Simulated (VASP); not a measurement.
A run of VASP 6.6.1 is set up as follows.

INCAR

```
PREC = Accurate
ENCUT = 520
EDIFF = 1E-8
ISMEAR = -1
SIGMA = 0.01
LREAL = False
LASPH = True
NELM = 80
ALGO = Normal
ISIF = 2
LWAVE = False
LCHARG = False
GGA = PE
LEFG = True
NBANDS = 19
```

The input KPOINTS:

```
regular mesh
0
Gamma
  8 8 8
```

The input POSCAR:

```
SrCl2
1.0
    0.0000000000      3.4855000000      3.4855000000
    3.4855000000      0.0000000000      3.4855000000
    3.4855000000      3.4855000000      0.0000000000
Sr Cl
1 2
Direct
    0.0000000000      0.0000000000      0.0000000000
    0.2500000000      0.2500000000      0.2500000000
    0.7500000000      0.7500000000      0.7500000000
```

Potentials or basis: VASP PAW PBE potentials, release 64 (Sr_sv, Cl).

Launch:

```console
$ cat potpaw_PBE.64/Sr_sv/POTCAR potpaw_PBE.64/Cl/POTCAR > POTCAR
$ mpirun -np 1 vasp_std > vasp.out
```

Q: Predict the band gap on the k mesh.

A: 5.35 eV, indirect (least direct gap 5.50 eV).

Q: Predict the pressure.

A: 1.2 GPa.

Caveat: without QUAD_EFG the Cq values of the log hold for a quadrupole moment of 1 mb, not for the nuclei. A k mesh can miss the band edges.
